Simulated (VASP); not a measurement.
# GdYF (P-6m2) in VASP: notebook

The runs below take GdYF through single point, relaxation of cell and atoms, with PBE.

All numbers are computed with VASP 6.6.1; they aren't measurements. Logs are shortened: lines on timing, memory, paths and dates and some standing lists are left out, and cuts for length are marked.

## (1) The cell of the first run

The structure is hexagonal, space group P-6m2 (No. 187). The conventional cell has a = 4.155 Å, b = 4.155 Å, c = 4.585 Å, α = 90.00°, β = 90.00°, γ = 120.00°. Within 4.4 Å of Y (site symmetry -6m2) lie 6 Gd at 3.32 Å and 6 F at 3.32 Å and 6 Y at 4.15 Å. Within 3.4 Å of Gd (site symmetry -6m2) lie 3 F at 2.40 Å and 6 Y at 3.32 Å. Within 3.4 Å of F (site symmetry -6m2) lie 3 Gd at 2.40 Å and 6 Y at 3.32 Å.

The cell was built from a structure type or drawn by symmetry, and may not be a known phase.

## (2) Single point, PBE, collinear spin, ferromagnetic start

INCAR reads:

```
SYSTEM = GdYF
PREC = Accurate
ENCUT = 520
EDIFF = 1E-6
ISMEAR = 0
SIGMA = 0.1
LREAL = .False.
LASPH = .True.
NELM = 150
ALGO = Normal
ISIF = 2
LWAVE = .False.
LCHARG = .False.
ISPIN = 2
MAGMOM = 0 7 0
LORBIT = 11
LMAXMIX = 6
GGA = PE
NBANDS = 29
```

KPOINTS reads:

```
regular mesh
0
Gamma
  6 6 4
  0 0 0
```

POSCAR reads:

```
GdYF
1.0
    4.1547226600      0.0000000000      0.0000000000
   -2.0773613300      3.5980953700      0.0000000000
    0.0000000000      0.0000000000      4.5851254000
Y Gd F
1 1 1
Direct
    0.0000000000      0.0000000000      0.0000000000
    0.3333333300      0.6666666700      0.5000000000
    0.6666666700      0.3333333300      0.5000000000
```

Potentials or basis: VASP PAW PBE potentials, release 64 (Y_sv, Gd, F).

The run is started by

```bash
> cat potpaw_PBE.64/Y_sv/POTCAR potpaw_PBE.64/Gd/POTCAR potpaw_PBE.64/F/POTCAR > POTCAR
> mpirun -np 1 vasp_std > vasp.out
```

OUTCAR:

```text
SYSTEM = GdYF
   PREC = Accurate
   ENCUT = 520
   EDIFF = 1E-6
   ISMEAR = 0
   LREAL = .False.
   LASPH = .True.
   NELM = 150
   ISIF = 2
   ISPIN = 2
   LORBIT = 11
   GGA = PE

 ion  position               nearest neighbor table
   1  0.000  0.000  0.000-   2 3.32   2 3.32   2 3.32   2 3.32   2 3.32   2 3.32
   2  0.333  0.667  0.500-   3 2.40   3 2.40   3 2.40   1 3.32   1 3.32   1 3.32   1 3.32   1 3.32
                             1 3.32
   3  0.667  0.333  0.500-   2 2.40   2 2.40   2 2.40

  LATTYP: Found a hexagonal cell.
 ALAT       =     4.1547226600
 C/A-ratio  =     1.1035936151

  Lattice vectors:

 A1 = (   4.1547226600,   0.0000000000,   0.0000000000)
 A2 = (  -2.0773613300,   3.5980953700,   0.0000000000)
 A3 = (   0.0000000000,   0.0000000000,   4.5851254000)

Analysis of symmetry for initial positions (statically):
=====================================================================
 Subroutine PRICEL returns:
 Original cell was already a primitive cell.

 Routine SETGRP: Setting up the symmetry group for a
 hexagonal supercell.

 Subroutine GETGRP returns: Found 12 space group operations
 (whereof 12 operations were pure point group operations)
 out of a pool of 24 trial point group operations.

The static configuration has the point symmetry D_3h.

Analysis of symmetry for dynamics (positions and initial velocities):
=====================================================================
 Subroutine PRICEL returns:
 Original cell was already a primitive cell.

 Routine SETGRP: Setting up the symmetry group for a
 hexagonal supercell.

 Subroutine GETGRP returns: Found 12 space group operations
 (whereof 12 operations were pure point group operations)
 out of a pool of 24 trial point group operations.

The dynamic configuration has the point symmetry D_3h.

Analysis of structural, dynamic, and magnetic symmetry:
=====================================================================
 Subroutine PRICEL returns:
 Original cell was already a primitive cell.

 Routine SETGRP: Setting up the symmetry group for a
 hexagonal supercell.

 Subroutine GETGRP returns: Found 12 space group operations
 (whereof 12 operations were pure point group operations)
 out of a pool of 24 trial point group operations.

The overall configuration has the point symmetry D_3h.

 Subroutine INISYM returns: Found 12 space group operations
 (whereof 12 operations are pure point group operations),
 and found     1 'primitive' translations

----------------------------------------------------------------------------------------

                                     Primitive cell

  volume of cell :      68.5434

  direct lattice vectors                    reciprocal lattice vectors
     4.154722660  0.000000000  0.000000000     0.240689953  0.138962409  0.000000000
    -2.077361330  3.598095370  0.000000000     0.000000000  0.277924818  0.000000000
     0.000000000  0.000000000  4.585125400     0.000000000  0.000000000  0.218096543

  length of vectors
     4.154722660  4.154722661  4.585125400     0.277924818  0.277924818  0.218096543

  position of ions in fractional coordinates (direct lattice)
     0.000000000  0.000000000  0.000000000
     0.333333330  0.666666670  0.500000000
     0.666666670  0.333333330  0.500000000

  ion indices of the primitive-cell ions
   primitive index   ion index
                 1           1
                 2           2
                 3           3

----------------------------------------------------------------------------------------

 KPOINTS: regular mesh

Automatic generation of k-mesh.
 Grid dimensions read from file:
 generate k-points for:    6    6    4

 Generating k-lattice:

  Cartesian coordinates                     Fractional coordinates (reciprocal lattice)
     0.040114992  0.023160401  0.000000000     0.166666667  0.000000000  0.000000000
     0.000000000  0.046320803  0.000000000     0.000000000  0.166666667  0.000000000
     0.000000000  0.000000000  0.054524136     0.000000000  0.000000000  0.250000000

  Length of vectors
     0.046320803  0.046320803  0.054524136

  Shift w.r.t. Gamma in fractional coordinates (k-lattice)
     0.000000000  0.000000000  0.000000000

 Subroutine IBZKPT returns following result:
 ===========================================

 Found     21 irreducible k-points:

 Following reciprocal coordinates:
            Coordinates               Weight
  0.000000  0.000000  0.000000      1.000000
  0.166667  0.000000  0.000000      6.000000
  0.333333 -0.000000  0.000000      6.000000
  0.500000 -0.000000  0.000000      3.000000
  0.166667  0.166667  0.000000      6.000000
  0.333333  0.166667  0.000000     12.000000
[... 13 lines left out ...]
  0.333333  0.166667  0.500000     12.000000
  0.333333  0.333333  0.500000      2.000000
   k-points           NKPTS =     21   k-points in BZ     NKDIM =     21   number of bands    NBANDS=     29
   number of dos      NEDOS =    301   number of ions     NIONS =      3
   total plane-waves  NPLWV =  36864
   dimension x,y,z NGX =    32 NGY =   32 NGZ =   36
   dimension x,y,z NGXF=    64 NGYF=   64 NGZF=   72
   ions per type =               1   1   1
   NGX,Y,Z   is equivalent  to a cutoff of  12.80, 12.80, 13.05 a.u.
   NGXF,Y,Z  is equivalent  to a cutoff of  25.61, 25.61, 26.11 a.u.
 SYSTEM =  GdYF
   PREC   = accura    normal or accurate (medium, high low for compatibility)
   ISTART =      0    job   : 0-new  1-cont  2-samecut
   ICHARG =      2    charge: 1-file 2-atom 10-const
   ISPIN  =      2    spin polarized calculation?
   LNONCOLLINEAR =      F non collinear calculations
   LSORBIT =      F    spin-orbit coupling
   LASPH  =      T    aspherical Exc in radial PAW
   ENCUT  =  520.0 eV  38.22 Ry    6.18 a.u.   7.73  7.73  8.53*2*pi/ulx,y,z
   NELM   =    150;   NELMIN=  2; NELMDL= -5     # of ELM steps
   EDIFF  = 0.1E-05   stopping-criterion for ELM
   LREAL  =      F    real-space projection
   EDIFFG = 0.1E-04   stopping-criterion for IOM
   NSW    =      0    number of steps for IOM
   IBRION =     -1    ionic relax: 0-MD 1-quasi-New 2-CG
   NFREE  =      0    steps in history (QN), initial steepest desc. (CG)
   ISIF   =      2    stress and relaxation
   ISYM   =      2    0-nonsym 1-usesym 2-fastsym
   POTIM  = 0.5000    time-step for ionic-motion
   TEBEG  =    0.0;   TEEND  =   0.0 temperature during run
   PSTRESS=    0.0 pullay stress
   NELECT =      36.0000    total number of electrons
   NUPDOWN=      -1.0000    fix difference up-down
   EMIN   =  10.00;   EMAX   =-10.00  energy-range for DOS
   EFERMI =   0.00;   METHOD = LEGACY
   ISMEAR =     0;   SIGMA  =   0.10  broadening in eV -4-tet -1-fermi 0-gaus
   EFERMI_NEDOS =   21; number of points for ismear=-14 and -15
   IALGO  =     38    algorithm
   IMIX   =      4    mixing-type and parameters
     AMIX     =   0.40;   BMIX     =  1.00
     AMIX_MAG =   1.60;   BMIX_MAG =  1.00
  volume/ion in A,a.u.               =      22.85       154.18
  Fermi-wavevector in a.u.,A,eV,Ry     =   1.320851  2.496046 23.737353  1.744646
  Thomas-Fermi vector in A             =   2.450647
   LORBIT       =     11    0 simple, 1 ext, 2 COOP (PROOUT), +10 PAW based schemes
   GGA     = PE    functional components
   LHFCALC =     F    Hartree Fock is set to
   AEXX    =    0.0000 exact exchange contribution
   IVDW    =     0    specifies the selected vdW correction
   LEPSILON=     F    determine dielectric tensor
   LRPA    =     F    only Hartree local field effects (RPA)
 spin polarized calculation
 Gauss-broadening in eV      SIGMA  =   0.10
  energy-cutoff  :      520.00
  volume of cell :       68.54
 maximum number of plane-waves:      1871
 NGX is ok and might be reduce to    32
   NGX = 15   NGY = 15   NGZ = 17

 number of electron      36.0000012 magnetization       8.2620426

 Free energy of the ion-electron system (eV)
  ---------------------------------------------------
  ext. energy  EPLUGINS =         0.00000000
  ---------------------------------------------------
  free energy    TOTEN  =       -22.86521554 eV

  energy without entropy =      -22.84218705  energy(sigma->0) =      -22.85370129

 E-fermi :   3.9025     XC(G=0): -10.0633

 val. band max:        3.8841603725   @ k =   0.1667   0.1667   0.5000
 cond. band min:       3.9067214643   @ k =   0.5000  -0.0000   0.2500
 fundamental gap:      0.0225610917
 Fermi energy:         3.9025452389

 spin component 1

 k-point     1 :       0.0000    0.0000    0.0000
  band No.  band energies     occupation
      1     -41.4389      1.00000
      2     -39.2575      1.00000
      3     -21.5249      1.00000
      4     -19.5909      1.00000
      5     -19.3269      1.00000
      6     -19.3269      1.00000
[... 639 lines left out ...]
      6     -19.3376      1.00000
[... 21 lines left out ...]
     28       7.3645      0.00000
     29       7.9807      0.00000
 Fermi energy:         3.9025452389

 spin component 2

 k-point     1 :       0.0000    0.0000    0.0000
  band No.  band energies     occupation
      1     -39.0440      1.00000
      2     -38.2362      1.00000
      3     -21.4353      1.00000
      4     -19.1450      1.00000
      5     -18.9649      1.00000
      6     -18.9649      1.00000
[... 661 lines left out ...]
     28       8.4974      0.00000
     29       8.9929      0.00000

------------------------ aborting loop because EDIFF is reached ----------------------------------------

  FORCE on cell =-STRESS in cart. coord.  units (eV):
  Direction    XX          YY          ZZ          XY          YZ          ZX
  --------------------------------------------------------------------------------------
  -------------------------------------------------------------------------------------
  Total        1.3551568      1.3551568      5.0840056      0.0000000     -0.0000000      0.0000000
  in kB       31.6762812     31.6762812    118.8367259      0.0000000     -0.0000000      0.0000000
  external PRESSURE =      60.7297628 kB  Pullay stress =       0.0000000 kB

 VOLUME and BASIS-vectors are now :
 -----------------------------------------------------------------------------
  energy-cutoff  :      520.00
  volume of cell :       68.54
      direct lattice vectors                 reciprocal lattice vectors
     4.154722660  0.000000000  0.000000000     0.240689953  0.138962409  0.000000000
    -2.077361330  3.598095370  0.000000000     0.000000000  0.277924818  0.000000000
     0.000000000  0.000000000  4.585125400     0.000000000  0.000000000  0.218096543

 POSITION                                       TOTAL-FORCE (eV/Angst)
 -----------------------------------------------------------------------------------
      0.00000      0.00000      0.00000        -0.000000      0.000000      0.000000
     -0.00000      2.39873      2.29256         0.000000     -0.000000      0.000000
      2.07736      1.19937      2.29256        -0.000000      0.000000      0.000000
 -----------------------------------------------------------------------------------
    total drift:                                0.000011     -0.000006     -0.000000

  FREE ENERGIE OF THE ION-ELECTRON SYSTEM (eV)
  ---------------------------------------------------
  free  energy   TOTEN  =       -22.8652155378 eV

  energy  without entropy=      -22.8421870507  energy(sigma->0) =      -22.85370129

 total charge

# of ion       s       p       d       f       tot
--------------------------------------------------
    1        2.320   6.132   1.019   0.011   9.481
    2        2.060   5.583   0.565   7.063  15.270
    3        1.751   4.325   0.000   0.000   6.076
--------------------------------------------------
tot          6.131  16.040   1.584   7.073  30.828

 magnetization (x)

# of ion       s       p       d       f       tot
--------------------------------------------------
    1        0.015   0.087   0.419   0.002   0.524
    2        0.014  -0.076   0.218   6.743   6.899
    3        0.009   0.027   0.000   0.000   0.036
--------------------------------------------------
tot          0.037   0.039   0.638   6.745   7.458
```

Run time: 89 s. Hardware: 1 thread of Intel Xeon 6975P-C (Granite Rapids), shared host; peak memory 0.27 GiB.

Results:

```
Free energy                                           : -22.8652 eV
Pressure                                              : 6.1 GPa
Net moment                                            : 8.26 μB per cell
Site moments                                          : Y +0.52; Gd +6.90; F +0.04 μB
Valence electrons inside the program's atomic spheres : Y 9.48; Gd 15.27; F 6.08
```

Levels at points of the mesh, in eV from the Fermi level:
Spin up:
```csv
k point,band 18,band 19,band 20,band 21,band 22,band 23,band 24,band 25,band 26,band 27
"(0.00, 0.00, 0.00)",-4.66,-4.58,-4.22,-1.55,0.69,0.69,1.11,1.11,3.35,3.35
"(0.50, 0.00, 0.00)",-4.56,-4.48,-2.18,-1.21,-0.31,-0.27,0.50,2.29,2.80,3.42
"(0.00, 0.00, 0.50)",-4.58,-4.54,-1.99,-0.78,-0.44,-0.44,1.08,1.08,2.08,2.34
"(0.50, 0.00, 0.50)",-4.55,-4.46,-1.29,-0.52,0.45,0.56,0.80,1.16,1.63,3.29
```
Spin down:
| k point | band 12 | band 13 | band 14 | band 15 | band 16 | band 17 |
| --- | --- | --- | --- | --- | --- | --- |
| (0.00, 0.00, 0.00) | -6.60 | -3.54 | -1.41 | 0.37 | 0.37 | 0.38 |
| (0.50, 0.00, 0.00) | -6.81 | -1.53 | -0.90 | 0.25 | 0.42 | 0.55 |
| (0.00, 0.00, 0.50) | -6.83 | -1.33 | -0.51 | 0.36 | 0.36 | 0.52 |
| (0.50, 0.00, 0.50) | -6.86 | -0.51 | -0.02 | 0.26 | 0.50 | 0.56 |

Caveat: the cell stands under pressure; spin-orbit coupling is left out, which moves the levels of the heavy elements; a cell with one magnetic atom can't hold antiferromagnetic order, which such compounds often take; semilocal functionals describe open f shells poorly, which spoils levels, moments and volumes. The state reached can hang on the start; a lower one may exist.

## (3) Single point, PBE, collinear spin, ferromagnetic start

This run uses another cell than the first one, of 28.95 Å³/atom.

INCAR reads:

```
SYSTEM = GdYF
PREC = Accurate
ENCUT = 520
EDIFF = 1E-7
ISMEAR = 0
SIGMA = 0.1
LREAL = .False.
LASPH = .True.
NELM = 150
ALGO = Normal
ISIF = 2
LWAVE = .False.
LCHARG = .True.
ISPIN = 2
MAGMOM = 0 7 0
LORBIT = 11
LMAXMIX = 6
GGA = PE
LELF = .True.
LVHAR = .True.
NBANDS = 29
```

KPOINTS reads:

```
Automatic mesh
0
Gamma
  6 6 4
  0 0 0
```

POSCAR reads:

```
GdYF
1.0
    3.9196895827      0.0000000000      0.0000000000
   -1.9598447913      3.3945507536      0.0000000000
    0.0000000000      0.0000000000      6.5269080785
Y Gd F
1 1 1
Direct
    0.0000000000      0.0000000000      0.0000000000
    0.3333333333      0.6666666667      0.5000000000
    0.6666666667      0.3333333333      0.5000000000
```

Potentials or basis: VASP PAW PBE potentials, release 64 (Y_sv, Gd, F).

The run is started by

```bash
> cat potpaw_PBE.64/Y_sv/POTCAR potpaw_PBE.64/Gd/POTCAR potpaw_PBE.64/F/POTCAR > POTCAR
> mpirun -np 1 vasp_std > vasp.out
```

Wall time 4.1 min (1 thread of Intel Xeon 6975P-C (Granite Rapids), shared host); peak memory 0.31 GiB.

It converged, with:

- Free energy: -24.0171 eV
- Pressure: -0.1 GPa
- Net moment: 7.80 μB per cell
- Site moments: Y +0.22; Gd +6.81; F +0.03 μB
- Valence electrons inside the program's atomic spheres: Y 9.18; Gd 15.19; F 6.12

Stress tensor (GPa, compression positive):
```
-0.02  0.00  0.00
 0.00 -0.02  0.00
 0.00  0.00 -0.15
```

Levels at points of the mesh, in eV from the Fermi level:
Spin up:
```csv
k point,band 20,band 21,band 22,band 23,band 24,band 25
"(0.00, 0.00, 0.00)",-4.08,-1.04,0.49,1.44,1.44,1.66
"(0.50, 0.00, 0.00)",-1.71,-0.50,-0.23,-0.15,0.52,0.95
"(0.00, 0.00, 0.50)",-3.16,-2.22,0.45,0.96,1.20,1.20
"(0.50, 0.00, 0.50)",-1.41,-1.08,-0.10,-0.09,0.63,1.77
```
Spin down:
```tsv
k point	band 10	band 11	band 12	band 13	band 14	band 15	band 16	band 17	band 18	band 19
(0.00, 0.00, 0.00)	-8.18	-8.18	-7.25	-3.78	-0.61	0.31	0.31	0.33	0.33	0.35
(0.50, 0.00, 0.00)	-8.10	-7.49	-7.47	-1.28	-0.25	0.03	0.05	0.28	0.35	0.39
(0.00, 0.00, 0.50)	-8.18	-8.18	-7.29	-2.97	-1.62	0.30	0.32	0.32	0.34	0.34
(0.50, 0.00, 0.50)	-8.10	-7.49	-7.47	-1.09	-0.74	0.06	0.22	0.30	0.31	0.32
```

Caveat: spin-orbit coupling is left out, which moves the levels of the heavy elements; a cell with one magnetic atom can't hold antiferromagnetic order, which such compounds often take; semilocal functionals describe open f shells poorly, which spoils levels, moments and volumes. With open d or f shells a metallic result of PBE can be an artefact of self-interaction; +U or a hybrid may open a gap.

(Part 1 of 2 ends here.)
